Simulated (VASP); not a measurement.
# Al3As4 (a cell with a defect) in VASP: further runs

Runs on Al3As4 (a cell with a defect). Level: PBE. Tasks: single point.

Everything below comes from runs of VASP 6.6.1. Logs are shortened: lines on timing, memory, paths and dates and some standing lists are left out, and cuts for length are marked.

### Step 1. The cell of the first run

The cell holds a defect, 7 atoms: a = 5.728 Å, b = 5.728 Å, c = 5.728 Å, α = 90.00°, β = 90.00°, γ = 90.00°.

### Step 2. Single point, PBE, collinear spin, ferromagnetic start

INCAR reads:

```
SYSTEM = Al3As4
ALGO = Normal
EDIFF = 1E-7
ENCUT = 520
GGA = PE
ISIF = 2
ISMEAR = 0
ISPIN = 2
LASPH = .TRUE.
LCHARG = .FALSE.
LORBIT = 11
LREAL = .FALSE.
LWAVE = .FALSE.
MAGMOM = 0 0 0 0.25 0.25 0.25 0.25
NBANDS = 28
NELM = 150
PREC = Accurate
SIGMA = 0.01
```

KPOINTS reads:

```
k-points
0
G
  3 3 3
  0 0 0
```

POSCAR reads:

```
Al3As4
1.0
    0.0000000000      5.7279123196      0.0000000000
    0.0000000000      0.0000000000     -5.7279123196
   -5.7279123196      0.0000000000      0.0000000000
Al As
3 4
Direct
    0.0000000000      1.0000000000      0.0000000000
    0.5000000000      0.5000000000      0.0000000000
    0.0000000000      0.5000000000      0.5000000000
    0.7482712852      0.7517287148      0.7482712852
    0.2517287148      0.7517287148      0.2517287148
    0.7482712852      0.2482712852      0.2517287148
    0.2517287148      0.2482712852      0.7482712852
```

Potentials or basis: VASP PAW PBE potentials, release 64 (Al, As).

Launch:

```
> cat potpaw_PBE.64/Al/POTCAR potpaw_PBE.64/As/POTCAR > POTCAR
> mpirun -np 1 vasp_std > vasp.out
```

OUTCAR:

```text
SYSTEM = Al3As4
   EDIFF = 1E-7
   ENCUT = 520
   GGA = PE
   ISIF = 2
   ISMEAR = 0
   ISPIN = 2
   LASPH = .TRUE.
   LORBIT = 11
   LREAL = .FALSE.
   NELM = 150
   PREC = Accurate

 ion  position               nearest neighbor table
   1  0.000  0.000  0.000-   4 2.49   5 2.49   6 2.49   7 2.49
   2  0.500  0.500  0.000-   4 2.49   5 2.49   6 2.49   7 2.49
   3  0.000  0.500  0.500-   4 2.49   5 2.49   6 2.49   7 2.49
   4  0.748  0.752  0.748-   1 2.49   2 2.49   3 2.49
   5  0.252  0.752  0.252-   1 2.49   2 2.49   3 2.49
   6  0.748  0.248  0.252-   1 2.49   2 2.49   3 2.49
   7  0.252  0.248  0.748-   1 2.49   2 2.49   3 2.49

  LATTYP: Found a simple cubic cell.
 ALAT       =     5.7279123196

  Lattice vectors:

 A1 = (   0.0000000000,   5.7279123196,   0.0000000000)
 A2 = (   0.0000000000,   0.0000000000,  -5.7279123196)
 A3 = (  -5.7279123196,   0.0000000000,   0.0000000000)

Analysis of symmetry for initial positions (statically):
=====================================================================
 Subroutine PRICEL returns:
 Original cell was already a primitive cell.

 Routine SETGRP: Setting up the symmetry group for a
 simple cubic supercell.

 Subroutine GETGRP returns: Found 24 space group operations
 (whereof  8 operations were pure point group operations)
 out of a pool of 48 trial point group operations.

The static configuration has the point symmetry D_2d.
 The point group associated with its full space group is T_d .

Analysis of symmetry for dynamics (positions and initial velocities):
=====================================================================
 Subroutine PRICEL returns:
 Original cell was already a primitive cell.

 Routine SETGRP: Setting up the symmetry group for a
 simple cubic supercell.

 Subroutine GETGRP returns: Found 24 space group operations
 (whereof  8 operations were pure point group operations)
 out of a pool of 48 trial point group operations.

The dynamic configuration has the point symmetry D_2d.
 The point group associated with its full space group is T_d .

Analysis of structural, dynamic, and magnetic symmetry:
=====================================================================
 Subroutine PRICEL returns:
 Original cell was already a primitive cell.

 Routine SETGRP: Setting up the symmetry group for a
 simple cubic supercell.

 Subroutine GETGRP returns: Found 24 space group operations
 (whereof  8 operations were pure point group operations)
 out of a pool of 48 trial point group operations.

[... 129 lines left out ...]
 number of electron      29.0000001 magnetization       0.1851244

 Free energy of the ion-electron system (eV)
  ---------------------------------------------------
  ext. energy  EPLUGINS =         0.00000000
  ---------------------------------------------------
  free energy    TOTEN  =       -30.19360636 eV

  energy without entropy =      -30.19238005  energy(sigma->0) =      -30.19299321

 E-fermi :   2.5526     XC(G=0):  -8.4859

 val. band max:        2.3738112612   @ k =   0.3333   0.3333   0.0000
 cond. band min:       2.5541287989   @ k =   0.3333   0.0000   0.0000
 fundamental gap:      0.1803175377
 Fermi energy:         2.5526408456

 spin component 1

 k-point     1 :       0.0000    0.0000    0.0000
  band No.  band energies     occupation
      1      -8.9447      1.00000
      2      -7.2485      1.00000
      3      -7.2485      1.00000
      4      -7.2485      1.00000
      5      -2.7975      1.00000
      6      -2.7975      1.00000
[... 105 lines left out ...]
     25       8.2299      0.00000
     26       9.1611      0.00000
 Fermi energy:         2.5526408456

 spin component 2

 k-point     1 :       0.0000    0.0000    0.0000
  band No.  band energies     occupation
      1      -8.9177      1.00000
      2      -7.2162      1.00000
      3      -7.2162      1.00000
      4      -7.2162      1.00000
      5      -2.7852      1.00000
      6      -2.7852      1.00000
[... 105 lines left out ...]
     25       8.2399      0.00000
     26       9.1874      0.00000
 [bands above 26 left out]

------------------------ aborting loop because EDIFF is reached ----------------------------------------

  FORCE on cell =-STRESS in cart. coord.  units (eV):
  Direction    XX          YY          ZZ          XY          YZ          ZX
  --------------------------------------------------------------------------------------
  -------------------------------------------------------------------------------------
  Total       -2.4358815     -2.4358815     -2.4358815     -0.0000000     -0.0000000      0.0000000
  in kB      -20.7671864    -20.7671864    -20.7671864     -0.0000000     -0.0000000      0.0000000
  external PRESSURE =     -20.7671864 kB  Pullay stress =       0.0000000 kB

 VOLUME and BASIS-vectors are now :
 -----------------------------------------------------------------------------
  energy-cutoff  :      520.00
  volume of cell :      187.93
      direct lattice vectors                 reciprocal lattice vectors
     0.000000000  5.727912320  0.000000000     0.000000000  0.174583678  0.000000000
     0.000000000  0.000000000 -5.727912320     0.000000000  0.000000000 -0.174583678
    -5.727912320  0.000000000  0.000000000    -0.174583678  0.000000000  0.000000000

 POSITION                                       TOTAL-FORCE (eV/Angst)
 -----------------------------------------------------------------------------------
      0.00000      0.00000      0.00000        -0.000000     -0.000000     -0.000000
      0.00000      2.86396     -2.86396        -0.000000     -0.000000     -0.000000
     -2.86396      0.00000     -2.86396        -0.000000     -0.000000     -0.000000
     -4.28603      4.28603     -4.30584         0.013118     -0.013118     -0.013118
     -1.44188      1.44188     -4.30584        -0.013118      0.013118     -0.013118
     -1.44188      4.28603     -1.42208        -0.013118     -0.013118      0.013118
     -4.28603      1.44188     -1.42208         0.013118      0.013118      0.013118
 -----------------------------------------------------------------------------------
    total drift:                               -0.000000     -0.000000      0.000000

  FREE ENERGIE OF THE ION-ELECTRON SYSTEM (eV)
  ---------------------------------------------------
  free  energy   TOTEN  =       -30.1936063564 eV

  energy  without entropy=      -30.1923800550  energy(sigma->0) =      -30.19299321

 total charge

# of ion       s       p       d       tot
------------------------------------------
    1        0.411   0.353   0.000   0.764
    2        0.411   0.353   0.000   0.764
    3        0.411   0.353   0.000   0.764
    4        1.242   1.497   0.020   2.759
    5        1.242   1.497   0.020   2.759
    6        1.242   1.497   0.020   2.759
    7        1.242   1.497   0.020   2.759
--------------------------------------------------
tot          6.200   7.048   0.080  13.328

 magnetization (x)

# of ion       s       p       d       tot
------------------------------------------
    1       -0.001   0.001   0.000   0.000
    2       -0.001   0.001   0.000   0.000
    3       -0.001   0.001   0.000   0.000
    4        0.001   0.021   0.000   0.022
    5        0.001   0.021   0.000   0.022
    6        0.001   0.021   0.000   0.022
    7        0.001   0.021   0.000   0.022
--------------------------------------------------
tot          0.002   0.086   0.000   0.088
```

OSZICAR:

```text
N       E                     dE             d eps       ncg     rms          rms(c)
DAV:   1     0.831019607987E+02    0.83102E+02   -0.97247E+03   448   0.790E+02
DAV:   2    -0.227737569277E+02   -0.10588E+03   -0.99815E+02   588   0.131E+02
DAV:   3    -0.304086867060E+02   -0.76349E+01   -0.75783E+01   548   0.335E+01
DAV:   4    -0.305237113982E+02   -0.11502E+00   -0.11492E+00   528   0.487E+00
DAV:   5    -0.305263009816E+02   -0.25896E-02   -0.25895E-02   632   0.758E-01    0.515E+00
DAV:   6    -0.302627736300E+02    0.26353E+00   -0.30796E-01   520   0.184E+00    0.295E+00
DAV:   7    -0.301887504491E+02    0.74023E-01   -0.32298E-01   512   0.191E+00    0.713E-01
DAV:   8    -0.301928533270E+02   -0.41029E-02   -0.24023E-02   524   0.626E-01    0.398E-01
DAV:   9    -0.301932382939E+02   -0.38497E-03   -0.27001E-03   520   0.219E-01    0.140E-01
DAV:  10    -0.301934538326E+02   -0.21554E-03   -0.51056E-04   508   0.905E-02    0.659E-02
DAV:  11    -0.301935437664E+02   -0.89934E-04   -0.14545E-04   528   0.543E-02    0.275E-02
DAV:  12    -0.301935982361E+02   -0.54470E-04   -0.60291E-05   504   0.341E-02    0.982E-03
DAV:  13    -0.301936049352E+02   -0.66991E-05   -0.63813E-06   552   0.125E-02    0.519E-03
DAV:  14    -0.301936060825E+02   -0.11473E-05   -0.13629E-06   520   0.507E-03    0.192E-03
DAV:  15    -0.301936062660E+02   -0.18348E-06   -0.39253E-07   520   0.270E-03    0.902E-04
DAV:  16    -0.301936063564E+02   -0.90446E-07   -0.40638E-08   380   0.106E-03
   1 F= -.30193606E+02 E0= -.30192993E+02  d E =-.122630E-02  mag=     0.1852
```

Run time: 40 s. Hardware: 1 thread of Intel Xeon 6975P-C (Granite Rapids), shared host; peak memory 0.4 GiB.

Results:

* Free energy: -30.1936 eV
* Pressure: -2.1 GPa
* Largest force: 0.023 eV/Å
* Net moment: 0.19 μB per cell
* Site moments: Al +0.00; As +0.02 μB
* Valence electrons inside the program's atomic spheres: Al 0.76; As 2.76

Forces in eV/Å, atoms in the order of the input:
```
Al   0.000  0.000  0.000
Al   0.000  0.000  0.000
Al   0.000  0.000  0.000
As   0.013 -0.013 -0.013
As  -0.013  0.013 -0.013
As  -0.013 -0.013  0.013
As   0.013  0.013  0.013
```

Caveat: the k points lie up to 0.37 Å⁻¹ apart.

### Step 3. Single point, PBE, collinear spin, ferromagnetic start

INCAR reads:

```
PREC = Accurate
ENCUT = 520
EDIFF = 1E-6
ISMEAR = 0
SIGMA = 0.01
LREAL = False
LASPH = True
NELM = 150
ALGO = Normal
ISIF = 2
LWAVE = False
LCHARG = True
ISPIN = 2
MAGMOM = 0 0 0 0.25 0.25 0.25 0.25
LORBIT = 11
GGA = PE
LELF = True
LVHAR = True
NELECT = 31.0
NBANDS = 28
```

KPOINTS reads:

```
Automatic mesh
0
Gamma
  3 3 3
```

POSCAR reads:

```
Al3As4
1.0
    0.0000000000      5.7279123196      0.0000000000
    0.0000000000      0.0000000000     -5.7279123196
   -5.7279123196      0.0000000000      0.0000000000
Al As
3 4
Direct
    0.0000000000      1.0000000000      0.0000000000
    0.5000000000      0.5000000000      0.0000000000
    0.0000000000      0.5000000000      0.5000000000
    0.7390276347      0.7609723653      0.7390276347
    0.2609723653      0.7609723653      0.2609723653
    0.7390276347      0.2390276347      0.2609723653
    0.2609723653      0.2390276347      0.7390276347
```

Potentials or basis: VASP PAW PBE potentials, release 64 (Al, As).

Launch:

```
> cat potpaw_PBE.64/Al/POTCAR potpaw_PBE.64/As/POTCAR > POTCAR
> mpirun -np 1 vasp_std > vasp.out
```

Run time: 39 s. Hardware: 1 thread of Intel Xeon 6975P-C (Granite Rapids), shared host; peak memory 0.39 GiB.

Results (log left out):

```yaml
Free_energy: -24.6557 eV
Largest_force: 0.063 eV/Å
Net_moment: 0.78 μB per cell
Site_moments: Al +0.00; As +0.10 μB
Valence_electrons_inside_the_program's_atomic_spheres: Al 0.79; As 2.86
```

Forces in eV/Å, atoms in the order of the input:
```
Al   0.000  0.000  0.000
Al   0.000  0.000  0.000
Al   0.000  0.000  0.000
As  -0.036  0.036  0.036
As   0.036 -0.036  0.036
As   0.036  0.036 -0.036
As  -0.036 -0.036 -0.036
```

Levels at points of the mesh, in eV from the Fermi level:
Spin up:
| k point | band 13 | band 14 | band 15 | band 16 | band 17 | band 18 | band 19 | band 20 |
| --- | --- | --- | --- | --- | --- | --- | --- | --- |
| (0.00, 0.00, 0.00) | -1.67 | 0.08 | 0.08 | 0.08 | 1.35 | 1.35 | 1.35 | 1.41 |
Spin down:
| k point | band 12 | band 13 | band 14 | band 15 | band 16 | band 17 |
| --- | --- | --- | --- | --- | --- | --- |
| (0.00, 0.00, 0.00) | -1.54 | -1.54 | 0.25 | 0.25 | 0.25 | 1.38 |

Caveat: the k points lie up to 0.37 Å⁻¹ apart; the cell carries a net charge on a neutralising background, which shifts energy and pressure; the cell is charged against a uniform background, so pressure and absolute levels hang on convention.

### Step 4. Single point, PBE, collinear spin, ferromagnetic start

INCAR reads:

```
  PREC = Accurate
  ENCUT = 520
  EDIFF = 1E-6
  ISMEAR = 0
  SIGMA = 0.01
  LREAL = F
  LASPH = T
  NELM = 150
  ALGO = Normal
  ISIF = 2
  LWAVE = F
  LCHARG = F
  ISPIN = 2
  MAGMOM = 0 0 0 0.75 0.75 0.75 0.75
  LORBIT = 11
  GGA = PE
  NELECT = 31.0
  NBANDS = 28
```

KPOINTS is that of step 3.

POSCAR reads:

```
Al3As4
1.0
    0.0000000000      5.7279123196      0.0000000000
    0.0000000000      0.0000000000     -5.7279123196
   -5.7279123196      0.0000000000      0.0000000000
Al As
3 4
Direct
    0.0000000000      1.0000000000      0.0000000000
    0.5000000000      0.5000000000      0.0000000000
    0.0000000000      0.5000000000      0.5000000000
    0.7412221654      0.7587778346      0.7412221654
    0.2587778346      0.7587778346      0.2587778346
    0.7412221654      0.2412221654      0.2587778346
    0.2587778346      0.2412221654      0.7412221654
```

Potentials or basis: VASP PAW PBE potentials, release 64 (Al, As).

Launch:

```
> cat potpaw_PBE.64/Al/POTCAR potpaw_PBE.64/As/POTCAR > POTCAR
> mpirun -np 1 vasp_std > vasp.out
```

OUTCAR:

```text
PREC = Accurate
   ENCUT = 520
   EDIFF = 1E-6
   ISMEAR = 0
   LREAL = F
   LASPH = T
   NELM = 150
   ISIF = 2
   ISPIN = 2
   LORBIT = 11
   GGA = PE
   NELECT = 31.0

 ion  position               nearest neighbor table
   1  0.000  0.000  0.000-   4 2.51   5 2.51   6 2.51   7 2.51
   2  0.500  0.500  0.000-   4 2.51   5 2.51   6 2.51   7 2.51
   3  0.000  0.500  0.500-   4 2.51   5 2.51   6 2.51   7 2.51
   4  0.741  0.759  0.741-   1 2.51   2 2.51   3 2.51
   5  0.259  0.759  0.259-   1 2.51   2 2.51   3 2.51
   6  0.741  0.241  0.259-   1 2.51   2 2.51   3 2.51
   7  0.259  0.241  0.741-   1 2.51   2 2.51   3 2.51

  LATTYP: Found a simple cubic cell.
 ALAT       =     5.7279123196

  Lattice vectors:

 A1 = (   0.0000000000,   5.7279123196,   0.0000000000)
 A2 = (   0.0000000000,   0.0000000000,  -5.7279123196)
 A3 = (  -5.7279123196,   0.0000000000,   0.0000000000)

Analysis of symmetry for initial positions (statically):
=====================================================================
 Subroutine PRICEL returns:
[... 438 lines left out ...]
  in kB       96.9023381     96.9023381     96.9023381      0.0000000     -0.0000000      0.0000000
  external PRESSURE =      96.9023381 kB  Pullay stress =       0.0000000 kB

 VOLUME and BASIS-vectors are now :
 -----------------------------------------------------------------------------
  energy-cutoff  :      520.00
  volume of cell :      187.93
      direct lattice vectors                 reciprocal lattice vectors
     0.000000000  5.727912320  0.000000000     0.000000000  0.174583678  0.000000000
     0.000000000  0.000000000 -5.727912320     0.000000000  0.000000000 -0.174583678
    -5.727912320  0.000000000  0.000000000    -0.174583678  0.000000000  0.000000000

 POSITION                                       TOTAL-FORCE (eV/Angst)
 -----------------------------------------------------------------------------------
      0.00000      0.00000      0.00000         0.000000     -0.000000     -0.000000
      0.00000      2.86396     -2.86396         0.000000     -0.000000     -0.000000
     -2.86396      0.00000     -2.86396         0.000000     -0.000000     -0.000000
     -4.24566      4.24566     -4.34621         0.030000     -0.030000     -0.030000
     -1.48226      1.48226     -4.34621        -0.030000      0.030000     -0.030000
     -1.48226      4.24566     -1.38170        -0.030000     -0.030000      0.030000
     -4.24566      1.48226     -1.38170         0.030000      0.030000      0.030000
 -----------------------------------------------------------------------------------
    total drift:                                0.000000     -0.000000      0.000000

  FREE ENERGIE OF THE ION-ELECTRON SYSTEM (eV)
  ---------------------------------------------------
  free  energy   TOTEN  =       -24.6562483824 eV

  energy  without entropy=      -24.6545972662  energy(sigma->0) =      -24.65542282

 total charge

# of ion       s       p       d       tot
------------------------------------------
    1        0.421   0.372   0.000   0.793
    2        0.421   0.372   0.000   0.793
    3        0.421   0.372   0.000   0.793
    4        1.235   1.610   0.021   2.866
    5        1.235   1.610   0.021   2.866
    6        1.235   1.610   0.021   2.866
    7        1.235   1.610   0.021   2.866
--------------------------------------------------
tot          6.203   7.556   0.086  13.845

 magnetization (x)

# of ion       s       p       d       tot
------------------------------------------
    1       -0.001   0.003   0.000   0.001
    2       -0.001   0.003   0.000   0.001
    3       -0.001   0.003   0.000   0.001
    4        0.004   0.093   0.000   0.098
    5        0.004   0.093   0.000   0.098
    6        0.004   0.093   0.000   0.098
    7        0.004   0.093   0.000   0.098
--------------------------------------------------
tot          0.013   0.382   0.000   0.395
```

OSZICAR:

```text
N       E                     dE             d eps       ncg     rms          rms(c)
DAV:   1     0.994394122530E+02    0.99439E+02   -0.10905E+04   448   0.872E+02
DAV:   2    -0.169269261624E+02   -0.11637E+03   -0.10792E+03   588   0.138E+02
DAV:   3    -0.252909313803E+02   -0.83640E+01   -0.82957E+01   548   0.359E+01
DAV:   4    -0.254129134460E+02   -0.12198E+00   -0.12183E+00   532   0.514E+00
DAV:   5    -0.254155314129E+02   -0.26180E-02   -0.26179E-02   628   0.783E-01    0.640E+00
DAV:   6    -0.247221625885E+02    0.69337E+00   -0.17544E+00   528   0.423E+00    0.324E+00
DAV:   7    -0.246495042755E+02    0.72658E-01   -0.35931E-01   532   0.208E+00    0.150E+00
DAV:   8    -0.246540015734E+02   -0.44973E-02   -0.31329E-02   544   0.815E-01    0.689E-01
DAV:   9    -0.246554157024E+02   -0.14141E-02   -0.47545E-03   508   0.335E-01    0.236E-01
DAV:  10    -0.246558412704E+02   -0.42557E-03   -0.93393E-04   524   0.117E-01    0.911E-02
DAV:  11    -0.246561245376E+02   -0.28327E-03   -0.37644E-04   500   0.860E-02    0.434E-02
DAV:  12    -0.246562263082E+02   -0.10177E-03   -0.10705E-04   508   0.469E-02    0.195E-02
DAV:  13    -0.246562457885E+02   -0.19480E-04   -0.21095E-05   512   0.208E-02    0.824E-03
DAV:  14    -0.246562479572E+02   -0.21687E-05   -0.37868E-06   528   0.885E-03    0.328E-03
DAV:  15    -0.246562483824E+02   -0.42517E-06   -0.61425E-07   356   0.374E-03
   1 F= -.24656248E+02 E0= -.24655423E+02  d E =-.165112E-02  mag=     0.7779
```

stdout:

```text
POSCAR found type information on POSCAR AlAs
 POSCAR found :  2 types and       7 ions
 scaLAPACK will be used
 LDA part: xc-table for (Slater+PW92), standard interpolation
 POSCAR, INCAR and KPOINTS ok, starting setup
 FFT: planning ... GRIDC
 FFT: planning ... GRID_SOFT
 FFT: planning ... GRID
 WAVECAR not read
 entering main loop
 the old and the new charge density differ
 old charge density:    29.00000 new   31.00000
    0.640E+00
```

Wall time 35 s (1 thread of Intel Xeon 6975P-C (Granite Rapids), shared host); peak memory 0.39 GiB.

Results:

```
Free energy                                           : -24.6562 eV
Largest force                                         : 0.052 eV/Å
Net moment                                            : 0.78 μB per cell
Site moments                                          : Al +0.00; As +0.10 μB
Valence electrons inside the program's atomic spheres : Al 0.79; As 2.87
```

Forces in eV/Å, atoms in the order of the input:
```
Al   0.000  0.000  0.000
Al   0.000  0.000  0.000
Al   0.000  0.000  0.000
As   0.030 -0.030 -0.030
As  -0.030  0.030 -0.030
As  -0.030 -0.030  0.030
As   0.030  0.030  0.030
```

Levels at points of the mesh, in eV from the Fermi level:
Spin up:
```tsv
k point	band 13	band 14	band 15	band 16	band 17	band 18	band 19	band 20
(0.00, 0.00, 0.00)	-1.72	0.07	0.07	0.07	1.32	1.32	1.32	1.37
```
Spin down:
| k point | band 12 | band 13 | band 14 | band 15 | band 16 | band 17 |
| --- | --- | --- | --- | --- | --- | --- |
| (0.00, 0.00, 0.00) | -1.59 | -1.59 | 0.24 | 0.24 | 0.24 | 1.35 |

Caveat: the k points lie up to 0.37 Å⁻¹ apart; the cell carries a net charge on a neutralising background, which shifts energy and pressure; the cell is charged against a uniform background, so pressure and absolute levels hang on convention.
